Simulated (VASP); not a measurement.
## FeSi16 (a cell with a defect): single point with PBE+D3(BJ)

Crystal: FeSi16 (a cell with a defect).

```
Si Fe
1.0
     0.00000    5.43000    5.43000
     5.43000    0.00000    5.43000
     5.43000    5.43000    0.00000
Si Fe
16 1
Cartesian
  0.0235 0.0138 -0.0213
  1.3656 1.3365 1.3812
  2.7351 2.7222 -0.0037
  4.0840 4.1036 1.3472
  2.6614 -0.0531 2.7708
  4.0505 1.3360 4.0666
  5.4356 2.7210 2.6954
  6.7370 4.0221 4.1232
  0.0222 2.7377 2.7044
  1.3660 4.0815 4.0654
  2.7175 5.4330 2.7155
  4.0840 6.7993 4.0462
  2.7283 2.7390 5.4087
  4.0511 4.0811 6.8111
  5.4370 5.4504 5.4260
  6.8181 6.7994 6.7772
  4.0372 6.7523 6.8250
```

```yaml
Program: VASP 6.6.1
Task: single point
Functional: PBE
Dispersion: D3(BJ)
Potentials_or_basis: VASP PAW PBE potentials, release 64 (Si, Fe)
Cutoff: 520 eV
k_mesh: 2 × 2 × 2
Occupations: gaussian, width 0.05 eV
Spin: collinear spin, ferromagnetic start
Starting_moments: "[0.0, 0.0, 0.0, 0.0, 0.0, 0.0, 0.0, 0.0, 0.0, 0.0, 0.0, 0.0, 0.0, 0.0, 0.0, 0.0, 2.5] μB"
Dipole_correction: no
Further_INCAR_settings: LREAL = Auto; ALGO = Normal; EDIFF = 1e-07; NBANDS = 54
```

```yaml
Pressure: -0.5 GPa
Largest_force: 0.011 eV/Å
Band_gap_on_the_k_mesh: 0.07 eV
Net_moment: 2.08 μB per cell
Site_moments: Si +0.01, -0.00, +0.03, -0.01; Fe +1.70 μB
Valence_electrons_inside_the_program's_atomic_spheres: Si 1.69, 1.68, 1.70, 1.71; Fe 7.32
Dispersion_energy_per_atom: -0.324 eV
```

Forces in eV/Å, atoms in the order of the input:
```
Si   0.000 -0.002 -0.001
Si  -0.003  0.001  0.003
Si  -0.006  0.004 -0.006
Si   0.001 -0.004  0.004
Si  -0.005 -0.006  0.002
Si   0.001  0.002 -0.001
Si   0.007  0.007  0.006
Si   0.003  0.004  0.001
Si   0.004  0.004  0.001
Si  -0.001 -0.001 -0.001
Si  -0.005 -0.006 -0.002
Si   0.002  0.003  0.001
Si  -0.002  0.000 -0.001
Si   0.000 -0.003  0.003
Si   0.004 -0.006 -0.006
Si  -0.003  0.002  0.003
Fe   0.001  0.002 -0.005
```

Stress tensor (GPa, compression positive):
```
-0.45 -0.17  0.17
-0.17 -0.45  0.17
 0.17  0.17 -0.45
```

Levels at points of the mesh, in eV from the valence-band top:
Spin up:
```tsv
k point	band 35	band 36	band 37	band 38	band 39	band 40
(0.00, 0.00, 0.00)	-0.23	-0.16	-0.16	0.07	0.60	0.60
(0.50, 0.00, 0.00)	-0.73	-0.30	-0.20	0.82	1.27	1.35
(0.00, 0.50, 0.00)	-0.73	-0.30	-0.20	0.82	1.27	1.35
(0.00, 0.00, 0.50)	-0.78	-0.27	-0.27	0.72	1.33	1.33
(0.50, 0.50, 0.50)	-0.73	-0.30	-0.20	0.82	1.27	1.35
(0.50, 0.50, 0.00)	-0.79	-0.74	-0.18	0.81	1.30	2.07
(0.00, 0.50, 0.50)	-0.79	-0.74	-0.18	0.81	1.30	2.07
(0.50, 0.00, 0.50)	-0.79	-0.74	-0.18	0.81	1.30	2.07
```
Spin down:
```
           k point  band 31  band 32  band 33  band 34  band 35  band 36  band 37  band 38  band 39  band 40
(0.00, 0.00, 0.00)    -0.80    -0.80    -0.08    -0.08    -0.08     0.19     0.40     0.40     1.02     1.02
(0.50, 0.00, 0.00)    -1.03    -1.02    -0.66    -0.14     0.00     0.62     0.68     0.94     1.37     1.46
(0.00, 0.50, 0.00)    -1.03    -1.02    -0.66    -0.14     0.00     0.62     0.68     0.94     1.37     1.46
(0.00, 0.00, 0.50)    -1.04    -1.04    -0.57    -0.14    -0.13     0.70     0.70     0.83     1.42     1.42
(0.50, 0.50, 0.50)    -1.03    -1.02    -0.66    -0.14     0.00     0.62     0.68     0.94     1.37     1.46
(0.50, 0.50, 0.00)    -1.64    -1.49    -0.85    -0.10    -0.01     0.17     1.11     1.30     1.52     2.08
(0.00, 0.50, 0.50)    -1.64    -1.49    -0.85    -0.10    -0.01     0.17     1.11     1.30     1.52     2.08
(0.50, 0.00, 0.50)    -1.64    -1.49    -0.85    -0.10    -0.01     0.17     1.11     1.30     1.52     2.08
```

Run time: 15 min on 1 thread of Intel Xeon 6975P-C, with other jobs on the host, peak memory 0.72 GiB.

Caveat: the k points lie up to 0.50 Å⁻¹ apart.
